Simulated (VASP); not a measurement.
# MgO (Cm) in VASP: single point with PBEsol

Aim: the single point of MgO with PBEsol.

Everything below comes from runs of VASP 6.6.1. Logs are shortened: lines on timing, memory, paths and dates and some standing lists are left out, and cuts for length are marked.

## Step 1: The cell of the first run

The structure is monoclinic, space group Cm (No. 8). The conventional cell has a = 5.163 Å, b = 2.981 Å, c = 14.582 Å, α = 90.00°, β = 100.20°, γ = 90.00°. Within 2.8 Å of Mg (site symmetry m) lie 6 O at 2.11 Å. Within 2.8 Å of Mg (site symmetry m) lie 6 O at 2.11 Å. Within 2.8 Å of Mg (site symmetry m) lie 6 O at 2.11 Å. Mg (site symmetry m) has 6 O at 2.11 Å and 1 Mg at 2.35 Å within 2.8 Å. Mg (site symmetry m) has 6 O at 2.11 Å within 2.8 Å. Within 1.7 Å of Mg (site symmetry m) lie 1 O at 1.29 Å. Within 2.8 Å of O (site symmetry m) lie 6 Mg at 2.11 Å. Within 2.8 Å of O (site symmetry m) lie 6 Mg at 2.11 Å and 1 O at 2.35 Å.

## Step 2: Single point, PBEsol

File INCAR:

```
ALGO = Normal ; EDIFF = 1E-7
ENCUT = 520 ; GGA = PS
ISIF = 2 ; ISMEAR = 0
ISYM = 0 ; LASPH = True
LCHARG = False ; LREAL = False
LWAVE = False ; NBANDS = 36
NELM = 100 ; PREC = Accurate
SIGMA = 0.05
```

File KPOINTS:

```
k-points
0
Gamma
  9 9 2
```

File POSCAR:

```
MgO
1.0
    2.1075959645     -2.1075959645      0.0000000000
    2.1075959645      0.0000000000     -2.1075959645
    9.3398442730      8.2860462907      7.2322483085
Mg O
6 6
Direct
    1.0000000000     -0.1907661287      0.3815322575
    0.3333333333      0.2273521507      0.2119623653
    0.6666666667      0.3911155918      0.5511021497
    1.0000000000      0.5548790330      0.8902419341
    0.3333333333     -0.0270026876      0.7206720419
    0.6666666667      0.6454704301      0.0423924731
    0.6666666667      0.5182930110      0.2967473114
    0.0000000000     -0.0635887096      0.1271774192
    0.3333333333      0.1001747315      0.4663172036
    0.6666666667      0.2639381727      0.8054569880
    1.0000000000      0.6820564521      0.6358870958
    0.3333333333     -0.1541801068      0.9750268802
```

Potentials or basis: VASP PAW PBE potentials, release 64 (Mg, O).

Run with:

```console
$ cat potpaw_PBE.64/Mg/POTCAR potpaw_PBE.64/O/POTCAR > POTCAR
$ mpirun -np 1 vasp_std > vasp.out
```

OUTCAR:

```text
EDIFF = 1E-7
   ENCUT = 520
   GGA = PS
   ISIF = 2
   ISMEAR = 0
   ISYM = 0
   LASPH = True
   LREAL = False
   NELM = 100
   PREC = Accurate

 ion  position               nearest neighbor table
   1  0.000  0.809  0.382-   9 2.11   7 2.11   7 2.11   7 2.11   9 2.11   9 2.11   2 2.98   3 2.98
                             2 2.98   3 2.98   2 2.98   3 2.98
   2  0.333  0.227  0.212-   7 2.11   7 2.11   8 2.11   8 2.11   8 2.11   7 2.11   1 2.98   6 2.98
                             1 2.98   6 2.98   6 2.98   1 2.98
   3  0.667  0.391  0.551-   9 2.11   9 2.11  11 2.11  11 2.11  11 2.11   9 2.11   1 2.98   5 2.98
                             1 2.98   5 2.98   5 2.98   1 2.98
   4  0.000  0.555  0.890-  12 2.11  10 2.11  10 2.11  10 2.11  12 2.11  12 2.11   6 2.35   5 2.98
                             5 2.98   5 2.98   6 3.15   6 3.15
   5  0.333  0.973  0.721-  10 2.11  10 2.11  11 2.11  11 2.11  11 2.11  10 2.11   4 2.98   3 2.98
                             4 2.98   3 2.98   3 2.98   4 2.98
   6  0.667  0.645  0.042-  12 1.29   8 2.11   8 2.11   8 2.11   4 2.35  12 2.47  12 2.47   2 2.98
                             2 2.98   2 2.98   4 3.15   4 3.15
   7  0.667  0.518  0.297-   2 2.11   2 2.11   1 2.11   1 2.11   1 2.11   2 2.11
   8  0.000  0.936  0.127-   6 2.11   2 2.11   6 2.11   2 2.11   6 2.11   2 2.11
   9  0.333  0.100  0.466-   1 2.11   3 2.11   3 2.11   1 2.11   1 2.11   3 2.11
  10  0.667  0.264  0.805-   5 2.11   4 2.11   4 2.11   5 2.11   4 2.11   5 2.11
  11  0.000  0.682  0.636-   3 2.11   5 2.11   3 2.11   5 2.11   3 2.11   5 2.11
  12  0.333  0.846  0.975-   6 1.29   4 2.11   4 2.11   4 2.11   6 2.47   6 2.47

 -----------------------------------------------------------------------------
|                                                                             |
|           W    W    AA    RRRRR   N    N  II  N    N   GGGG   !!!           |
|           W    W   A  A   R    R  NN   N  II  NN   N  G    G  !!!           |
|           W    W  A    A  R    R  N N  N  II  N N  N  G       !!!           |
|           W WW W  AAAAAA  RRRRR   N  N N  II  N  N N  G  GGG   !            |
|           WW  WW  A    A  R   R   N   NN  II  N   NN  G    G                |
|           W    W  A    A  R    R  N    N  II  N    N   GGGG   !!!           |
|                                                                             |
|     The distance between some ions is very small. Please check the          |
|     nearest-neighbor list in the OUTCAR file.                               |
|     I HOPE YOU KNOW WHAT YOU ARE DOING!                                     |
|                                                                             |
 -----------------------------------------------------------------------------

IMPORTANT INFORMATION: All symmetrisations will be switched off!
NOSYMM: (Re-)initialisation of all symmetry stuff for point group C_1.

----------------------------------------------------------------------------------------

                                     Primitive cell

  volume of cell :     110.4189

  direct lattice vectors                    reciprocal lattice vectors
     2.107595965 -2.107595965  0.000000000     0.158158081 -0.316316162  0.158158081
     2.107595965  0.000000000 -2.107595965     0.138043944  0.138043944 -0.336430299
     9.339844273  8.286046291  7.232248309     0.040228273  0.040228273  0.040228273

  length of vectors
     2.980590797  2.980590797 14.429021788     0.387406597  0.388969931  0.069677413

  position of ions in fractional coordinates (direct lattice)
     0.000000000  0.809233871  0.381532257
     0.333333333  0.227352151  0.211962365
     0.666666667  0.391115592  0.551102150
     0.000000000  0.554879033  0.890241934
     0.333333333  0.972997312  0.720672042
     0.666666667  0.645470430  0.042392473
     0.666666667  0.518293011  0.296747311
     0.000000000  0.936411290  0.127177419
     0.333333333  0.100174731  0.466317204
     0.666666667  0.263938173  0.805456988
     0.000000000  0.682056452  0.635887096
     0.333333333  0.845819893  0.975026880

  ion indices of the primitive-cell ions
   primitive index   ion index
                 1           1
                 2           2
                 3           3
                 4           4
                 5           5
                 6           6
                 7           7
                 8           8
                 9           9
                10          10
                11          11
                12          12

----------------------------------------------------------------------------------------

 KPOINTS: k-points

Automatic generation of k-mesh.
 Grid dimensions read from file:
 generate k-points for:    9    9    2

 Generating k-lattice:

  Cartesian coordinates                     Fractional coordinates (reciprocal lattice)
     0.017573120 -0.035146240  0.017573120     0.111111111  0.000000000  0.000000000
     0.015338216  0.015338216 -0.037381144     0.000000000  0.111111111  0.000000000
     0.020114137  0.020114137  0.020114137     0.000000000  0.000000000  0.500000000

  Length of vectors
     0.043045177  0.043218881  0.034838706

  Shift w.r.t. Gamma in fractional coordinates (k-lattice)
     0.000000000  0.000000000  0.000000000

 -----------------------------------------------------------------------------
|                                                                             |
|           W    W    AA    RRRRR   N    N  II  N    N   GGGG   !!!           |
|           W    W   A  A   R    R  NN   N  II  NN   N  G    G  !!!           |
|           W    W  A    A  R    R  N N  N  II  N N  N  G       !!!           |
|           W WW W  AAAAAA  RRRRR   N  N N  II  N  N N  G  GGG   !            |
|           WW  WW  A    A  R   R   N   NN  II  N   NN  G    G                |
|           W    W  A    A  R    R  N    N  II  N    N   GGGG   !!!           |
|                                                                             |
|     Your reciprocal lattice and k-lattice belong to different lattice       |
|     classes:                                                                |
|                                                                             |
|        The reciprocal lattice is body-centered orthorhombic,                |
|        whereas your k-lattice is base-centered monoclinic.                  |
|                                                                             |
|     Results are often still useful ...                                      |
|                                                                             |
 -----------------------------------------------------------------------------

 WARNING: IBZKPT: internal override: KBLOWUP is changed to .FALSE.
      ... skipping the blow-up phase ...

 Subroutine IBZKPT returns following result:
 ===========================================

 Found     82 irreducible k-points:

 Following reciprocal coordinates:
            Coordinates               Weight
  0.000000  0.000000  0.000000      1.000000
  0.111111  0.000000  0.000000      2.000000
  0.222222  0.000000  0.000000      2.000000
  0.333333  0.000000  0.000000      2.000000
  0.444444  0.000000  0.000000      2.000000
  0.000000  0.111111 -0.000000      2.000000
[... 16 lines left out ...]
 -0.111111  0.222222 -0.000000      2.000000
  0.000000  0.333333 -0.000000      2.000000
 [... further k-points ...]
   k-points           NKPTS =     82   k-points in BZ     NKDIM =     82   number of bands    NBANDS=     36
   number of dos      NEDOS =    301   number of ions     NIONS =     12
   total plane-waves  NPLWV =  62208
   dimension x,y,z NGX =    24 NGY =   24 NGZ =  108
   dimension x,y,z NGXF=    48 NGYF=   48 NGZF=  216
   ions per type =               6   6
   NGX,Y,Z   is equivalent  to a cutoff of  13.39, 13.39, 12.44 a.u.
   NGXF,Y,Z  is equivalent  to a cutoff of  26.77, 26.77, 24.89 a.u.
 SYSTEM =  unknown system
   PREC   = accura    normal or accurate (medium, high low for compatibility)
   ISTART =      0    job   : 0-new  1-cont  2-samecut
   ICHARG =      2    charge: 1-file 2-atom 10-const
   ISPIN  =      1    spin polarized calculation?
   LNONCOLLINEAR =      F non collinear calculations
   LSORBIT =      F    spin-orbit coupling
   LASPH  =      T    aspherical Exc in radial PAW
   ENCUT  =  520.0 eV  38.22 Ry    6.18 a.u.   5.54  5.54 26.83*2*pi/ulx,y,z
   NELM   =    100;   NELMIN=  2; NELMDL= -5     # of ELM steps
   EDIFF  = 0.1E-06   stopping-criterion for ELM
   LREAL  =      F    real-space projection
   EDIFFG = 0.1E-05   stopping-criterion for IOM
   NSW    =      0    number of steps for IOM
   IBRION =     -1    ionic relax: 0-MD 1-quasi-New 2-CG
   NFREE  =      0    steps in history (QN), initial steepest desc. (CG)
   ISIF   =      2    stress and relaxation
   ISYM   =      0    0-nonsym 1-usesym 2-fastsym
   POTIM  = 0.5000    time-step for ionic-motion
   TEBEG  =    0.0;   TEEND  =   0.0 temperature during run
   PSTRESS=    0.0 pullay stress
   NELECT =      48.0000    total number of electrons
   NUPDOWN=      -1.0000    fix difference up-down
   EMIN   =  10.00;   EMAX   =-10.00  energy-range for DOS
   EFERMI =   0.00;   METHOD = LEGACY
   ISMEAR =     0;   SIGMA  =   0.05  broadening in eV -4-tet -1-fermi 0-gaus
   EFERMI_NEDOS =   21; number of points for ismear=-14 and -15
   IALGO  =     38    algorithm
   IMIX   =      4    mixing-type and parameters
     AMIX     =   0.40;   BMIX     =  1.00
     AMIX_MAG =   1.60;   BMIX_MAG =  1.00
  volume/ion in A,a.u.               =       9.20        62.10
  Fermi-wavevector in a.u.,A,eV,Ry     =   1.240150  2.343543 20.925372  1.537971
  Thomas-Fermi vector in A             =   2.374603
   LORBIT       =      0    0 simple, 1 ext, 2 COOP (PROOUT), +10 PAW based schemes
   GGA     = PS    functional components
   LHFCALC =     F    Hartree Fock is set to
   AEXX    =    0.0000 exact exchange contribution
   IVDW    =     0    specifies the selected vdW correction
   LEPSILON=     F    determine dielectric tensor
   LRPA    =     F    only Hartree local field effects (RPA)
 non-spin polarized calculation
 Gauss-broadening in eV      SIGMA  =   0.05
  energy-cutoff  :      520.00
  volume of cell :      110.42
 maximum number of plane-waves:      3021
 NGX is ok and might be reduce to    24
   NGX = 11   NGY = 11   NGZ = 53

 number of electron      48.0000006 magnetization

 Free energy of the ion-electron system (eV)
  ---------------------------------------------------
  ext. energy  EPLUGINS =         0.00000000
  ---------------------------------------------------
  free energy    TOTEN  =       -65.84117774 eV

  energy without entropy =      -65.84117774  energy(sigma->0) =      -65.84117774

 E-fermi :   3.7280     XC(G=0): -11.3389

 val. band max:        3.5233803314   @ k =   0.0000   0.0000   0.0000
 cond. band min:       7.5173311280   @ k =   0.0000   0.0000   0.0000
 fundamental gap:      3.9939507966
 Fermi energy:         3.7279983374

 k-point     1 :       0.0000    0.0000    0.0000
  band No.  band energies     occupation
      1     -14.2750      2.00000
      2     -13.8192      2.00000
      3     -13.6111      2.00000
      4     -13.1102      2.00000
      5     -12.9323      2.00000
      6     -12.5170      2.00000
[... 28 lines left out ...]
     35      16.9978      0.00000
     36      18.3514      0.00000

 k-point     2 :       0.1111    0.0000    0.0000
  band No.  band energies     occupation
      1     -14.1645      2.00000
      2     -13.7143      2.00000
      3     -13.5069      2.00000
      4     -13.0403      2.00000
      5     -12.8637      2.00000
      6     -12.4702      2.00000
[... 850 lines left out ...]
 k-point    24 :       0.0000    0.3333   -0.0000
  band No.  band energies     occupation
      1     -13.5118      2.00000
      2     -13.0786      2.00000
      3     -12.8675      2.00000
      4     -12.6491      2.00000
      5     -12.4578      2.00000
      6     -12.2017      2.00000
[... 28 lines left out ...]
     35      15.0925      0.00000
     36      15.3333      0.00000

 [... further k-points ...]
[... 5 lines left out ...]
  --------------------------------------------------------------------------------------
  -------------------------------------------------------------------------------------
  Total       26.8723742      4.9580958     26.8723862     -0.6787029     -0.6786648     28.3033626
  in kB      389.9180094     71.9419445    389.9181830     -9.8479759     -9.8474231    410.6816434
  external PRESSURE =     283.9260456 kB  Pullay stress =       0.0000000 kB

 VOLUME and BASIS-vectors are now :
 -----------------------------------------------------------------------------
  energy-cutoff  :      520.00
  volume of cell :      110.42
      direct lattice vectors                 reciprocal lattice vectors
     2.107595965 -2.107595965  0.000000000     0.158158081 -0.316316162  0.158158081
     2.107595965  0.000000000 -2.107595965     0.138043944  0.138043944 -0.336430299
     9.339844273  8.286046291  7.232248309     0.040228273  0.040228273  0.040228273

 POSITION                                       TOTAL-FORCE (eV/Angst)
 -----------------------------------------------------------------------------------
      5.26899      3.16139      1.05380        -0.067033     -0.066290     -0.066968
      3.16139      1.05380      1.05380         0.014988      0.021565      0.015052
      7.37659      3.16139      3.16139        -0.064820     -0.064754     -0.064755
      9.48418      7.37659      5.26899        -0.943302     -1.679530     -0.943235
      9.48418      5.26899      3.16139        -0.066120     -0.064153     -0.066055
      3.16139     -1.05380     -1.05380        30.623341     -2.464495     30.623415
      5.26899      1.05380      1.05380         0.061364      0.077591      0.061292
      3.16139      1.05380     -1.05380         0.359947      1.181248      0.359941
      5.26899      3.16139      3.16139         0.064292      0.064929      0.064188
      9.48418      5.26899      5.26899         0.034078      0.103868      0.033949
      7.37659      5.26899      3.16139         0.064274      0.066429      0.064147
     11.59178      7.37659      5.26899       -30.081009      2.823591    -30.080970
 -----------------------------------------------------------------------------------
    total drift:                                0.000220      0.000303     -0.000553

  FREE ENERGIE OF THE ION-ELECTRON SYSTEM (eV)
  ---------------------------------------------------
  free  energy   TOTEN  =       -65.8411777422 eV

  energy  without entropy=      -65.8411777422  energy(sigma->0) =      -65.84117774
```

It took 4.6 min on 1 thread of Intel Xeon Platinum 8488C (Sapphire Rapids), shared host; peak memory 0.39 GiB.

Results:

```yaml
Free_energy: -65.8412 eV
Pressure: 28.4 GPa
Largest_force: 43.378 eV/Å
Band_gap_on_the_k_mesh: 3.99 eV, direct
```

Forces in eV/Å, atoms in the order of the input:
```
Mg   -0.067  -0.066  -0.067
Mg    0.015   0.022   0.015
Mg   -0.065  -0.065  -0.065
Mg   -0.943  -1.680  -0.943
Mg   -0.066  -0.064  -0.066
Mg   30.623  -2.464  30.623
O     0.061   0.078   0.061
O     0.360   1.181   0.360
O     0.064   0.065   0.064
O     0.034   0.104   0.034
O     0.064   0.066   0.064
O   -30.081   2.824 -30.081
```

Levels at points of the mesh, in eV from the valence-band top:
```csv
k point,band 21,band 22,band 23,band 24,band 25,band 26,band 27,band 28
"(0.00, 0.00, 0.00)",-0.38,-0.24,-0.16,0.00,3.99,5.18,5.81,6.91
"(0.00, 0.00, 0.50)",-0.39,-0.32,-0.16,-0.11,4.19,4.80,6.15,6.75
```

Caveat: the PAW data sets were made with another functional, which shifts forces and pressure a little.
